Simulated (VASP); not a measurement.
# N (P4_2/mnm) in VASP: further runs, part 2 of 2

VASP 6.6.1. Earlier steps stand in the parts before.

### Step 4. Single point, r2SCAN

The input, POSCAR:

```
N
1.0
    3.9609740433      0.0000000000      0.0000000000
    0.0000000000      3.9609740433      0.0000000000
    0.0000000000      0.0000000000      5.1331803146
N
4
Direct
    0.9024068167      0.9024068167      0.0000000000
    0.5975931833      0.4024068167      0.5000000000
    0.0975931833      0.0975931833      0.0000000000
    0.4024068167      0.5975931833      0.5000000000
```

The input, INCAR.step1:

```
SYSTEM = N
PREC = Accurate
ENCUT = 520
ISMEAR = 0
SIGMA = 0.01
LREAL = .FALSE.
LASPH = .TRUE.
NELM = 80
NBANDS = 18
GGA = PE
ALGO = Normal
EDIFF = 1E-4
LWAVE = .TRUE.
LCHARG = .FALSE.
```

The input, INCAR.step2:

```
SYSTEM = N
PREC = Accurate
ENCUT = 520
EDIFF = 1E-7
ISMEAR = 0
SIGMA = 0.01
LREAL = .FALSE.
LASPH = .TRUE.
NELM = 80
ALGO = Normal
ISIF = 2
LWAVE = .FALSE.
LCHARG = .FALSE.
METAGGA = R2SCAN
LMIXTAU = .TRUE.
NBANDS = 18
ISTART = 1
```

The input, KPOINTS:

```
regular mesh
0
G
  6 6 4
  0 0 0
```

Potentials or basis: VASP PAW PBE potentials, release 64 (N).

Launch:

```console
cat potpaw_PBE.64/N/POTCAR > POTCAR
cp INCAR.step1 INCAR
mpirun -np 1 vasp_std > vasp.out
cp INCAR.step2 INCAR
mpirun -np 1 vasp_std > vasp.out
```

OUTCAR:

```text
SYSTEM = N
   PREC = Accurate
   ENCUT = 520
   EDIFF = 1E-7
   ISMEAR = 0
   LREAL = .FALSE.
   LASPH = .TRUE.
   NELM = 80
   ISIF = 2
   METAGGA = R2SCAN
   ISTART = 1

 ion  position               nearest neighbor table
   1  0.902  0.902  0.000-   3 1.09
   2  0.598  0.402  0.500-   4 1.09
   3  0.098  0.098  0.000-   1 1.09
   4  0.402  0.598  0.500-   2 1.09

  LATTYP: Found a simple tetragonal cell.
 ALAT       =     3.9609740433
 C/A-ratio  =     1.2959388924

  Lattice vectors:

 A1 = (   3.9609740433,   0.0000000000,   0.0000000000)
 A2 = (   0.0000000000,   3.9609740433,   0.0000000000)
 A3 = (   0.0000000000,   0.0000000000,   5.1331803146)

Analysis of symmetry for initial positions (statically):
=====================================================================
 Subroutine PRICEL returns:
 Original cell was already a primitive cell.

 Routine SETGRP: Setting up the symmetry group for a
 simple tetragonal supercell.

 Subroutine GETGRP returns: Found 16 space group operations
 (whereof  8 operations were pure point group operations)
 out of a pool of 16 trial point group operations.

The static configuration has the point symmetry D_2h.
 The point group associated with its full space group is D_4h.

Analysis of symmetry for dynamics (positions and initial velocities):
=====================================================================
 Subroutine PRICEL returns:
 Original cell was already a primitive cell.

 Routine SETGRP: Setting up the symmetry group for a
 simple tetragonal supercell.

 Subroutine GETGRP returns: Found 16 space group operations
 (whereof  8 operations were pure point group operations)
 out of a pool of 16 trial point group operations.

The dynamic configuration has the point symmetry D_2h.
 The point group associated with its full space group is D_4h.

[... 114 lines left out ...]
   NUPDOWN=      -1.0000    fix difference up-down
   EMIN   =  10.00;   EMAX   =-10.00  energy-range for DOS
   EFERMI =   0.00;   METHOD = LEGACY
   ISMEAR =     0;   SIGMA  =   0.01  broadening in eV -4-tet -1-fermi 0-gaus
   EFERMI_NEDOS =   21; number of points for ismear=-14 and -15
   IALGO  =     38    algorithm
   IMIX   =      4    mixing-type and parameters
     AMIX     =   0.40;   BMIX     =  1.00
     AMIX_MAG =   1.60;   BMIX_MAG =  1.00
  volume/ion in A,a.u.               =      20.13       135.87
  Fermi-wavevector in a.u.,A,eV,Ry     =   1.029014  1.944555 14.406801  1.058870
  Thomas-Fermi vector in A             =   2.163040
   LORBIT       =      0    0 simple, 1 ext, 2 COOP (PROOUT), +10 PAW based schemes
   METAGGA = R2SCAN    functional components
   LHFCALC =     F    Hartree Fock is set to
   AEXX    =    0.0000 exact exchange contribution
   IVDW    =     0    specifies the selected vdW correction
   LEPSILON=     F    determine dielectric tensor
   LRPA    =     F    only Hartree local field effects (RPA)
 non-spin polarized calculation
 Gauss-broadening in eV      SIGMA  =   0.01
  energy-cutoff  :      520.00
  volume of cell :       80.54
 maximum number of plane-waves:      2212
 NGX is ok and might be reduce to    30
   NGX = 15   NGY = 15   NGZ = 19

 number of electron      19.9999994 magnetization

 Free energy of the ion-electron system (eV)
  ---------------------------------------------------
  ext. energy  EPLUGINS =         0.00000000
  ---------------------------------------------------
  free energy    TOTEN  =       -36.44917992 eV

  energy without entropy =      -36.44917992  energy(sigma->0) =      -36.44917992

 E-fermi :  -6.4787     XC(G=0):  -7.1255

 val. band max:       -6.5353464630   @ k =   0.5000   0.5000   0.5000
 cond. band min:       0.9225114055   @ k =   0.0000   0.0000   0.0000
 fundamental gap:      7.4578578685
 Fermi energy:        -6.4786654695

 k-point     1 :       0.0000    0.0000    0.0000
  band No.  band energies     occupation
      1     -26.1122      2.00000
      2     -26.0210      2.00000
      3     -10.1393      2.00000
      4     -10.1393      2.00000
      5      -8.6878      2.00000
      6      -7.9648      2.00000
[... 481 lines left out ...]
      5      -8.3890      2.00000
      6      -8.3890      2.00000
[... 10 lines left out ...]
     17       9.8146      0.00000
     18       9.8146      0.00000

 [... further k-points ...]
[... 5 lines left out ...]
  --------------------------------------------------------------------------------------
  -------------------------------------------------------------------------------------
  Total        2.4523043      2.4523043      0.0237865      0.0000000      0.0000000      0.0000000
  in kB       48.7859112     48.7859112      0.4732068      0.0000000      0.0000000      0.0000000
  external PRESSURE =      32.6816764 kB  Pullay stress =       0.0000000 kB

 VOLUME and BASIS-vectors are now :
 -----------------------------------------------------------------------------
  energy-cutoff  :      520.00
  volume of cell :       80.54
      direct lattice vectors                 reciprocal lattice vectors
     3.960974043  0.000000000  0.000000000     0.252463154  0.000000000  0.000000000
     0.000000000  3.960974043  0.000000000     0.000000000  0.252463154  0.000000000
     0.000000000  0.000000000  5.133180315     0.000000000  0.000000000  0.194811002

 POSITION                                       TOTAL-FORCE (eV/Angst)
 -----------------------------------------------------------------------------------
      3.57441      3.57441      0.00000        -1.583400     -1.583400     -0.000000
      2.36705      1.59392      2.56659         1.583400     -1.583400     -0.000000
      0.38656      0.38656      0.00000         1.583400      1.583400      0.000000
      1.59392      2.36705      2.56659        -1.583400      1.583400     -0.000000
 -----------------------------------------------------------------------------------
    total drift:                               -0.000000     -0.000000     -0.000000

  FREE ENERGIE OF THE ION-ELECTRON SYSTEM (eV)
  ---------------------------------------------------
  free  energy   TOTEN  =       -36.4491799200 eV

  energy  without entropy=      -36.4491799200  energy(sigma->0) =      -36.44917992
```

OSZICAR.step1:

```text
N       E                     dE             d eps       ncg     rms          rms(c)
DAV:   1     0.898906898013E+02    0.89891E+02   -0.90212E+03  1080   0.937E+02
DAV:   2    -0.284036783466E+02   -0.11829E+03   -0.11460E+03  1430   0.223E+02
DAV:   3    -0.349617345825E+02   -0.65581E+01   -0.65050E+01  1188   0.553E+01
DAV:   4    -0.350152543815E+02   -0.53520E-01   -0.53484E-01  1236   0.594E+00
DAV:   5    -0.350157535801E+02   -0.49920E-03   -0.49916E-03  1196   0.519E-01    0.115E+01
DAV:   6    -0.335542681973E+02    0.14615E+01   -0.16873E+00  1160   0.888E+00    0.661E+00
DAV:   7    -0.332288382957E+02    0.32543E+00   -0.11033E+00  1336   0.719E+00    0.188E+00
DAV:   8    -0.332211030650E+02    0.77352E-02   -0.74982E-02  1154   0.205E+00    0.250E-01
DAV:   9    -0.332205433140E+02    0.55975E-03   -0.32736E-03  1160   0.424E-01    0.113E-01
DAV:  10    -0.332206436079E+02   -0.10029E-03   -0.15327E-04   926   0.118E-01    0.377E-02
DAV:  11    -0.332206431312E+02    0.47666E-06   -0.14966E-05   634   0.360E-02
   1 F= -.33220643E+02 E0= -.33220643E+02  d E =-.143814E-77
```

Run time: 2.3 min. Hardware: 1 thread of AMD EPYC 9R45 (Zen 5), shared host; peak memory 0.16 GiB.

What came out:

| Quantity | Value |
| --- | --- |
| Free energy | -36.4492 eV |
| Pressure | 3.3 GPa |
| Largest force | 2.239 eV/Å |
| Band gap on the k mesh | 7.46 eV, indirect (least direct gap 7.70 eV) |

Forces on the atoms (eV/Å):
```
N   -1.583 -1.583  0.000
N    1.583 -1.583  0.000
N    1.583  1.583  0.000
N   -1.583  1.583  0.000
```

Stress tensor (GPa, compression positive):
```
4.88 0.00 0.00
0.00 4.88 0.00
0.00 0.00 0.05
```

Caveat: the standard files for N, O and F lose accuracy on very short bonds; the PAW data sets were made with another functional, which shifts forces and pressure a little. A k mesh can miss the band edges.
